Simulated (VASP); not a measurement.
# SiSbTe2 (P-4m2) in VASP: notebook

SiSbTe2 is run at these levels: PBE; tasks: relaxation of cell and atoms, single point.

Program: VASP 6.6.1. These are calculated values, not measurements. Logs are shortened: lines on timing, memory, paths and dates and some standing lists are left out, and cuts for length are marked.

**1. The cell of the first run**

Symmetry: P-4m2, No. 115, tetragonal system. Conventional cell: a = 4.036 Å, b = 4.036 Å, c = 5.685 Å, α = 90.00°, β = 90.00°, γ = 90.00°. Within 3.3 Å of Si (site symmetry -4m2) lie 4 Te at 2.51 Å. Sb (site symmetry -4m2) has 4 Te at 2.43 Å within 3.2 Å. Within 3.2 Å of Te (site symmetry 2mm) lie 2 Sb at 2.43 Å and 2 Si at 2.51 Å.

**2. Relaxation of cell and atoms, PBE**

Input file INCAR:

```
SYSTEM = SiSbTe2
PREC = Accurate
ENCUT = 600
EDIFF = 1E-7
ISMEAR = 0
SIGMA = 0.1
LREAL = .False.
LASPH = .True.
NELM = 80
ALGO = Normal
ISIF = 3
LWAVE = .False.
LCHARG = .False.
GGA = PE
IBRION = 2
NSW = 90
EDIFFG = -0.04
```

Input file KPOINTS:

```
regular mesh
0
Gamma
  4 4 4
  0 0 0
```

Input file POSCAR:

```
SiSbTe2
1.0
    4.0364628000      0.0000000000      0.0000000000
    0.0000000000      4.0364628000      0.0000000000
    0.0000000000      0.0000000000      5.6852458800
Si Sb Te
1 1 2
Direct
    0.0000000000      0.0000000000      0.0000000000
    0.5000000000      0.5000000000      0.5000000000
    0.5000000000      0.0000000000      0.7382648000
    0.0000000000      0.5000000000      0.2617352000
```

Potentials or basis: VASP PAW PBE potentials, release 64 (Si, Sb, Te).

Launch:

```
> cat potpaw_PBE.64/Si/POTCAR potpaw_PBE.64/Sb/POTCAR potpaw_PBE.64/Te/POTCAR > POTCAR
> mpirun -np 1 vasp_std > vasp.out
```

OUTCAR:

```text
SYSTEM = SiSbTe2
   PREC = Accurate
   ENCUT = 600
   EDIFF = 1E-7
   ISMEAR = 0
   LREAL = .False.
   LASPH = .True.
   NELM = 80
   ISIF = 3
   GGA = PE
   IBRION = 2
   NSW = 90
   EDIFFG = -0.04

 ion  position               nearest neighbor table
   1  0.000  0.000  0.000-   3 2.51   4 2.51   4 2.51   3 2.51
   2  0.500  0.500  0.500-   3 2.43   4 2.43   3 2.43   4 2.43
   3  0.500  0.000  0.738-   2 2.43   2 2.43   1 2.51   1 2.51
   4  0.000  0.500  0.262-   2 2.43   2 2.43   1 2.51   1 2.51

  LATTYP: Found a simple tetragonal cell.
 ALAT       =     4.0364628000
 C/A-ratio  =     1.4084722594

  Lattice vectors:

 A1 = (   4.0364628000,   0.0000000000,   0.0000000000)
 A2 = (   0.0000000000,   4.0364628000,   0.0000000000)
 A3 = (   0.0000000000,   0.0000000000,   5.6852458800)

Analysis of symmetry for initial positions (statically):
=====================================================================
 Subroutine PRICEL returns:
 Original cell was already a primitive cell.

 Routine SETGRP: Setting up the symmetry group for a
 simple tetragonal supercell.

 Subroutine GETGRP returns: Found  8 space group operations
 (whereof  8 operations were pure point group operations)
 out of a pool of 16 trial point group operations.

The static configuration has the point symmetry D_2d.

Analysis of symmetry for dynamics (positions and initial velocities):
=====================================================================
 Subroutine PRICEL returns:
 Original cell was already a primitive cell.

 Routine SETGRP: Setting up the symmetry group for a
 simple tetragonal supercell.

 Subroutine GETGRP returns: Found  8 space group operations
 (whereof  8 operations were pure point group operations)
 out of a pool of 16 trial point group operations.

The dynamic configuration has the point symmetry D_2d.

 Subroutine INISYM returns: Found  8 space group operations
 (whereof  8 operations are pure point group operations),
 and found     1 'primitive' translations

----------------------------------------------------------------------------------------

                                     Primitive cell

  volume of cell :      92.6299

  direct lattice vectors                    reciprocal lattice vectors
     4.036462800  0.000000000  0.000000000     0.247741661  0.000000000  0.000000000
     0.000000000  4.036462800  0.000000000     0.000000000  0.247741661  0.000000000
     0.000000000  0.000000000  5.685245880     0.000000000  0.000000000  0.175893888

  length of vectors
     4.036462800  4.036462800  5.685245880     0.247741661  0.247741661  0.175893888

  position of ions in fractional coordinates (direct lattice)
     0.000000000  0.000000000  0.000000000
     0.500000000  0.500000000  0.500000000
     0.500000000  0.000000000  0.738264800
     0.000000000  0.500000000  0.261735200

  ion indices of the primitive-cell ions
   primitive index   ion index
                 1           1
                 2           2
                 3           3
                 4           4

----------------------------------------------------------------------------------------

 KPOINTS: regular mesh

Automatic generation of k-mesh.
 Grid dimensions read from file:
 generate k-points for:    4    4    4

 Generating k-lattice:

  Cartesian coordinates                     Fractional coordinates (reciprocal lattice)
     0.061935415  0.000000000  0.000000000     0.250000000  0.000000000  0.000000000
     0.000000000  0.061935415  0.000000000     0.000000000  0.250000000  0.000000000
     0.000000000  0.000000000  0.043973472     0.000000000  0.000000000  0.250000000

  Length of vectors
     0.061935415  0.061935415  0.043973472

  Shift w.r.t. Gamma in fractional coordinates (k-lattice)
     0.000000000  0.000000000  0.000000000

 Subroutine IBZKPT returns following result:
 ===========================================

 Found     18 irreducible k-points:

 Following reciprocal coordinates:
            Coordinates               Weight
  0.000000  0.000000  0.000000      1.000000
  0.250000  0.000000  0.000000      4.000000
  0.500000  0.000000  0.000000      2.000000
  0.250000  0.250000  0.000000      4.000000
  0.500000  0.250000  0.000000      4.000000
  0.500000  0.500000  0.000000      1.000000
[... 10 lines left out ...]
  0.500000  0.250000  0.500000      4.000000
  0.500000  0.500000  0.500000      1.000000
   k-points           NKPTS =     18   k-points in BZ     NKDIM =     18   number of bands    NBANDS=     14
   number of dos      NEDOS =    301   number of ions     NIONS =      4
   total plane-waves  NPLWV =  49152
   dimension x,y,z NGX =    32 NGY =   32 NGZ =   48
   dimension x,y,z NGXF=    64 NGYF=   64 NGZF=   96
   ions per type =               1   1   2
   NGX,Y,Z   is equivalent  to a cutoff of  13.18, 13.18, 14.04 a.u.
   NGXF,Y,Z  is equivalent  to a cutoff of  26.36, 26.36, 28.07 a.u.
 SYSTEM =  SiSbTe2
   PREC   = accura    normal or accurate (medium, high low for compatibility)
   ISTART =      0    job   : 0-new  1-cont  2-samecut
   ICHARG =      2    charge: 1-file 2-atom 10-const
   ISPIN  =      1    spin polarized calculation?
   LNONCOLLINEAR =      F non collinear calculations
   LSORBIT =      F    spin-orbit coupling
   LASPH  =      T    aspherical Exc in radial PAW
   ENCUT  =  600.0 eV  44.10 Ry    6.64 a.u.   8.06  8.06 11.35*2*pi/ulx,y,z
   NELM   =     80;   NELMIN=  2; NELMDL= -5     # of ELM steps
   EDIFF  = 0.1E-06   stopping-criterion for ELM
   LREAL  =      F    real-space projection
   EDIFFG = -.4E-01   stopping-criterion for IOM
   NSW    =     90    number of steps for IOM
   IBRION =      2    ionic relax: 0-MD 1-quasi-New 2-CG
   NFREE  =      1    steps in history (QN), initial steepest desc. (CG)
   ISIF   =      3    stress and relaxation
   ISYM   =      2    0-nonsym 1-usesym 2-fastsym
   POTIM  = 0.5000    time-step for ionic-motion
   TEBEG  =    0.0;   TEEND  =   0.0 temperature during run
   PSTRESS=    0.0 pullay stress
   NELECT =      21.0000    total number of electrons
   NUPDOWN=      -1.0000    fix difference up-down
   EMIN   =  10.00;   EMAX   =-10.00  energy-range for DOS
   EFERMI =   0.00;   METHOD = LEGACY
   ISMEAR =     0;   SIGMA  =   0.10  broadening in eV -4-tet -1-fermi 0-gaus
   EFERMI_NEDOS =   21; number of points for ismear=-14 and -15
   IALGO  =     38    algorithm
   IMIX   =      4    mixing-type and parameters
     AMIX     =   0.40;   BMIX     =  1.00
     AMIX_MAG =   1.60;   BMIX_MAG =  1.00
  volume/ion in A,a.u.               =      23.16       156.27
  Fermi-wavevector in a.u.,A,eV,Ry     =   0.998231  1.886382 13.557720  0.996464
  Thomas-Fermi vector in A             =   2.130440
   LORBIT       =      0    0 simple, 1 ext, 2 COOP (PROOUT), +10 PAW based schemes
   GGA     = PE    functional components
   LHFCALC =     F    Hartree Fock is set to
   AEXX    =    0.0000 exact exchange contribution
   IVDW    =     0    specifies the selected vdW correction
   LEPSILON=     F    determine dielectric tensor
   LRPA    =     F    only Hartree local field effects (RPA)
 conjugate gradient relaxation of ions
 non-spin polarized calculation
 Gauss-broadening in eV      SIGMA  =   0.10
  energy-cutoff  :      600.00
  volume of cell :       92.63
 maximum number of plane-waves:      3144
   NGX = 17   NGY = 17   NGZ = 23

--------------------------------------- Ionic step        1  -------------------------------------------

 number of electron      21.0000002 magnetization

 Free energy of the ion-electron system (eV)
  ---------------------------------------------------
  ext. energy  EPLUGINS =         0.00000000
  ---------------------------------------------------
  free energy    TOTEN  =        -6.47874527 eV

  energy without entropy =       -6.47022721  energy(sigma->0) =       -6.47448624

 E-fermi :  10.3338     XC(G=0): -10.2334

 val. band max:       10.3270657908   @ k =   0.2500   0.0000   0.0000
 cond. band min:      10.4225632666   @ k =   0.2500   0.0000   0.5000
 fundamental gap:      0.0954974758
 Fermi energy:        10.3337860415

 k-point     1 :       0.0000    0.0000    0.0000
  band No.  band energies     occupation
      1      -6.9359      2.00000
      2      -3.6958      2.00000
      3      -0.9085      2.00000
      4       3.2818      2.00000
      5       3.2818      2.00000
      6       6.4456      2.00000
      7       6.4883      2.00000
      8       6.4883      2.00000
      9       7.2714      2.00000
     10       7.9578      2.00000
     11       8.2750      2.00000
     12       9.8270      2.00000
     13       9.8270      2.00000
     14       9.9466      2.00000
[... 394 lines left out ...]
  FREE ENERGIE OF THE ION-ELECTRON SYSTEM (eV)
  ---------------------------------------------------
  free  energy   TOTEN  =       -14.1017583100 eV

  energy  without entropy=      -14.0938686727  energy(sigma->0) =      -14.09781349

 E-fermi :   6.2623     XC(G=0):  -9.2277

 val. band max:        6.2168200239   @ k =   0.2500   0.2500   0.2500
 cond. band min:       6.2865062971   @ k =   0.2500   0.2500   0.5000
 fundamental gap:      0.0696862732
 Fermi energy:         6.2623205756

 k-point     1 :       0.0000    0.0000    0.0000
  band No.  band energies     occupation
      1      -7.7655      2.00000
      2      -6.5852      2.00000
      3      -3.7175      2.00000
      4      -0.6582      2.00000
      5       1.4595      2.00000
      6       4.1917      2.00000
      7       4.1917      2.00000
      8       5.9733      1.99996
      9       5.9733      1.99996
     10       6.9246      0.00000
     11       7.6905      0.00000
     12       8.0608      0.00000
     13       8.5690      0.00000
     14       8.5690      0.00000
[... 275 lines left out ...]
      1      -4.7547      2.00000
      2      -4.7547      2.00000
      3      -2.2478      2.00000
      4      -0.9901      2.00000
      5       0.5944      2.00000
      6       1.9202      2.00000
      7       2.1830      2.00000
      8       2.1830      2.00000
      9       3.0607      2.00000
     10       4.7818      2.00000
     11       4.7818      2.00000
     12       5.5826      2.00000
     13       6.6137      0.00000
     14       7.1134      0.00000

[... ionic steps 4 to 19 ...]

--------------------------------------- Ionic step       20  -------------------------------------------

 number of electron      21.0000004 magnetization

------------------------ aborting loop because EDIFF is reached ----------------------------------------
[... 71 lines left out ...]
--------------------------------------- Ionic step       22  -------------------------------------------

 number of electron      21.0000000 magnetization

 Free energy of the ion-electron system (eV)
  ---------------------------------------------------
  ext. energy  EPLUGINS =         0.00000000
  ---------------------------------------------------
  free energy    TOTEN  =       -14.54753746 eV

  energy without entropy =      -14.53252341  energy(sigma->0) =      -14.54003043

 E-fermi :   5.1431     XC(G=0):  -8.6472

 val. band max:        5.1291504186   @ k =   0.5000   0.2500   0.2500
 cond. band min:       5.1951376724   @ k =   0.5000   0.2500   0.5000
 fundamental gap:      0.0659872539
 Fermi energy:         5.1430691411

 k-point     1 :       0.0000    0.0000    0.0000
  band No.  band energies     occupation
      1      -7.8515      2.00000
      2      -6.8193      2.00000
      3      -4.6263      2.00000
      4      -0.5544      2.00000
      5       1.0353      2.00000
      6       2.3441      2.00000
      7       2.3441      2.00000
      8       3.7818      2.00000
      9       3.7818      2.00000
     10       5.6448      0.00000
     11       5.7061      0.00000
     12       5.7061      0.00000
     13       5.8861      0.00000
     14       6.8738      0.00000
[... 318 lines left out ...]
  FREE ENERGIE OF THE ION-ELECTRON SYSTEM (eV)
  ---------------------------------------------------
  free  energy   TOTEN  =       -14.5475374598 eV

  energy  without entropy=      -14.5325234079  energy(sigma->0) =      -14.54003043

 reached required accuracy - stopping structural energy minimisation
```

Wall time 4.3 min (1 thread of Intel Xeon 6975P-C (Granite Rapids), shared host); peak memory 0.24 GiB.

What came out:

* Free energy: -14.5475 eV
* Relaxed volume: 33.81 Å³/atom
* Relaxed cell: a = 4.012 Å, b = 4.012 Å, c = 8.401 Å, α = 90.00°, β = 90.00°, γ = 90.00°
* Space group after relaxing (to 0.05 Å): P-4m2 (No. 115)
* Energy gained by relaxing: 2017.2 meV/atom
* Ionic steps: 22
* Pressure after relaxing: -0.1 GPa
* Largest force after relaxing: 0.016 eV/Å

Forces in eV/Å, atoms in the order of the input:
```
Si   0.000  0.000  0.000
Sb   0.000  0.000  0.000
Te   0.000  0.000 -0.016
Te   0.000  0.000  0.016
```

Stress tensor (GPa, compression positive):
```
-0.14  0.00  0.00
 0.00 -0.14  0.00
 0.00  0.00  0.00
```

Step by step:
```
step  energy change (eV)  largest force (eV/Å)  pressure (GPa)  volume (Å³)
   1              0.0000                5.9696           53.23        92.63
   2             -5.6291                0.3781           -5.22       238.76
   3             -7.6230                0.1521           -0.17       158.33
   4             -7.6220                0.1867            0.14       156.78
   5             -7.6371                0.1605            0.14       156.37
   6             -7.6847                0.1301           -0.01       155.02
   7             -7.7991                0.0354           -0.19       151.76
   8             -7.9839                0.2647           -0.61       143.24
   9             -7.3707                0.7441            2.94       119.89
  10             -7.9891                0.4329           -0.69       137.60
  11             -7.9917                0.3761           -0.76       141.04
  12             -7.9969                0.4099           -0.76       139.55
  13             -8.0082                0.3917           -0.36       135.75
  14             -8.0083                0.3937           -0.39       136.09
  15             -8.0243                0.3762            0.01       134.81
  16             -8.0358                0.3261            1.00       132.09
  17             -8.0432                0.2883            0.94       132.27
  18             -8.0584                0.1224            0.79       132.82
  19             -8.0472                0.2920            0.66       133.91
  20             -8.0611                0.0034            0.72       133.15
  21             -8.0673                0.0082            0.28       134.27
  22             -8.0688                0.0161           -0.09       135.25
```

Final structure:
```xyz
4
Lattice="4.0124 0.0000 0.0000 0.0000 4.0124 0.0000 0.0000 0.0000 8.4012" Properties=species:S:1:pos:R:3 pbc="T T T"
Si    0.0000    0.0000    0.0000
Sb    2.0062    2.0062    4.2006
Te    2.0062    0.0000    6.5695
Te    0.0000    2.0062    1.8317
```

Levels at points of the mesh, in eV from the Fermi level:
```
           k point  band 8  band 9  band 10  band 11  band 12  band 13
(0.00, 0.00, 0.00)   -1.36   -1.36     0.50     0.56     0.56     0.74
(0.50, 0.00, 0.00)   -1.79   -1.28    -1.02    -0.11    -0.06     1.72
(0.50, 0.50, 0.00)   -4.16   -2.64    -1.24    -1.24    -0.86     2.03
(0.00, 0.00, 0.50)   -1.80   -1.67    -1.18     0.97     1.38     1.54
(0.50, 0.00, 0.50)   -2.74   -2.17    -1.27     1.43     1.66     1.88
(0.50, 0.50, 0.50)   -4.36   -1.91    -0.71    -0.71    -0.49     0.71
```

Caveat: the k points lie up to 0.39 Å⁻¹ apart in the final cell; the volume moved by over 15 % at a fixed basis, so the end points are rough; spin-orbit coupling is left out, which moves the levels of the heavy elements.

**3. Single point, PBE**

This run uses another cell than the first one, of 32.61 Å³/atom, 1.408 times its volume.

Input file INCAR:

```
SYSTEM = SiSbTe2
ALGO = Normal
EDIFF = 1E-6
ENCUT = 520
GGA = PE
ISIF = 2
ISMEAR = 0
LASPH = .True.
LCHARG = .False.
LREAL = .False.
LWAVE = .False.
NBANDS = 18
NELM = 100
PREC = Accurate
SIGMA = 0.1
```

Input file KPOINTS:

```
k-points
0
Gamma
  12 12 6
  0 0 0
```

Input file POSCAR:

```
SiSbTe2
1.0
    3.9042381018      0.0000000000      0.0000000000
    0.0000000000      3.9042381018      0.0000000000
    0.0000000000      0.0000000000      8.5576448753
Si Sb Te
1 1 2
Direct
    0.0000000000      0.0000000000      0.0000000000
    0.5000000000      0.5000000000      0.5000000000
    0.5000000000      0.0000000000      0.7837759818
    0.0000000000      0.5000000000      0.2162240182
```

Potentials or basis: VASP PAW PBE potentials, release 64 (Si, Sb, Te).

Launch:

```
> cat potpaw_PBE.64/Si/POTCAR potpaw_PBE.64/Sb/POTCAR potpaw_PBE.64/Te/POTCAR > POTCAR
> mpirun -np 1 vasp_std > vasp.out
```

Run time: 1.9 min. Hardware: 1 thread of Intel Xeon 6975P-C (Granite Rapids), shared host; peak memory 0.42 GiB.

The run converged. Its results:

```yaml
Free_energy: -14.6514 eV
Pressure: 0.0 GPa
Largest_force: 0.018 eV/Å
```

Forces in eV/Å, atoms in the order of the input:
```
Si   0.000  0.000  0.000
Sb   0.000  0.000  0.000
Te   0.000  0.000 -0.018
Te   0.000  0.000  0.018
```

Levels at points of the mesh, in eV from the Fermi level:
| k point | band 7 | band 8 | band 9 | band 10 | band 11 | band 12 | band 13 | band 14 |
| --- | --- | --- | --- | --- | --- | --- | --- | --- |
| (0.00, 0.00, 0.00) | -2.64 | -1.17 | -1.17 | 0.72 | 0.72 | 0.74 | 0.92 | 1.90 |
| (0.50, 0.00, 0.00) | -2.00 | -1.97 | -1.20 | -0.96 | -0.30 | -0.17 | 1.94 | 2.45 |
| (0.50, 0.50, 0.00) | -4.34 | -4.18 | -2.82 | -1.37 | -1.37 | -0.93 | 1.82 | 2.38 |
| (0.00, 0.00, 0.50) | -1.87 | -1.56 | -1.56 | -1.18 | 1.15 | 1.61 | 1.65 | 1.65 |
| (0.50, 0.00, 0.50) | -3.96 | -2.88 | -1.97 | -0.96 | 1.56 | 1.89 | 1.89 | 2.52 |
| (0.50, 0.50, 0.50) | -4.41 | -4.41 | -2.11 | -0.89 | -0.89 | -0.60 | 0.56 | 1.16 |

Caveat: spin-orbit coupling is left out, which moves the levels of the heavy elements.

(Continued in part 2 of 2.)
